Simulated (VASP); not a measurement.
Wanted: the native input for a VASP 6.6.1 run.

| Quantity | Value |
| --- | --- |
| Task | relaxation of cell and atoms |
| Functional | PBE |
| Potentials or basis | VASP PAW PBE potentials, release 64 (Zn, Sn_d, N) |
| Cutoff | 600 eV |
| k mesh | 4 × 4 × 4 |
| Occupations | gaussian, width 0.15 eV |
| Spin | no spin polarisation |
| Dipole correction | no |
| Further INCAR settings | ALGO = Normal; EDIFF = 1e-06; IBRION = 2; EDIFFG = -0.08; NSW = 36; ISIF = 3 |

The structure of ZnSn2N2 lies in POSCAR:

```
ZnSn2N2
1.0
    1.7250000000      0.9959292100      8.4333333300
   -1.7250000000      0.9959292100      8.4333333300
    0.0000000000     -1.9918584300      8.4333333300
Zn Sn N
1 2 2
Direct
    0.0000000000      0.0000000000      0.0000000000
    0.7520000000      0.7520000000      0.7520000000
    0.2480000000      0.2480000000      0.2480000000
    0.3790000000      0.3790000000      0.3790000000
    0.6210000000      0.6210000000      0.6210000000
```

One way to write it, as run:

INCAR

```
SYSTEM = ZnSn2N2
  PREC = Accurate
  ENCUT = 600
  EDIFF = 1E-6
  ISMEAR = 0
  SIGMA = 0.15
  LREAL = .FALSE.
  LASPH = .TRUE.
  NELM = 100
  ALGO = Normal
  ISIF = 3
  LWAVE = .FALSE.
  LCHARG = .FALSE.
  GGA = PE
  IBRION = 2
  NSW = 36
  EDIFFG = -0.08
```

KPOINTS

```
Automatic mesh
0
G
  4 4 4
  0 0 0
```

Potentials or basis: VASP PAW PBE potentials, release 64 (Zn, Sn_d, N).

Run with:

```console
$ cat potpaw_PBE.64/Zn/POTCAR potpaw_PBE.64/Sn_d/POTCAR potpaw_PBE.64/N/POTCAR > POTCAR
$ mpirun -np 1 vasp_std > vasp.out
```

Results of the run:

```yaml
Relaxed_volume: 17.54 Å³/atom
Relaxed_cell: a = 9.732 Å, b = 9.732 Å, c = 9.732 Å, α = 19.27°, β = 19.27°, γ = 19.27°
Space_group_after_relaxing_to_0.05_Å: R-3m (No. 166)
Energy_gained_by_relaxing: 231.2 meV/atom
Ionic_steps: 9
Pressure_after_relaxing: 0.2 GPa
Largest_force_after_relaxing: 0.028 eV/Å
Band_gap_on_the_k_mesh: 0.47 eV, indirect (least direct gap 1.21 eV)
```

Caveat: the k points lie up to 0.56 Å⁻¹ apart in the final cell; spin-orbit coupling is left out, which moves the levels of the heavy elements; the relaxation stopped at a loose force limit of 0.08 eV/Å, so its end isn't a converged minimum.

It took 26 min on 1 thread of Intel(R) Xeon(R) Platinum 8259CL CPU @ 2.50GHz (Skylake/Cascade Lake), with other jobs on the host, peak memory 0.76 GiB.
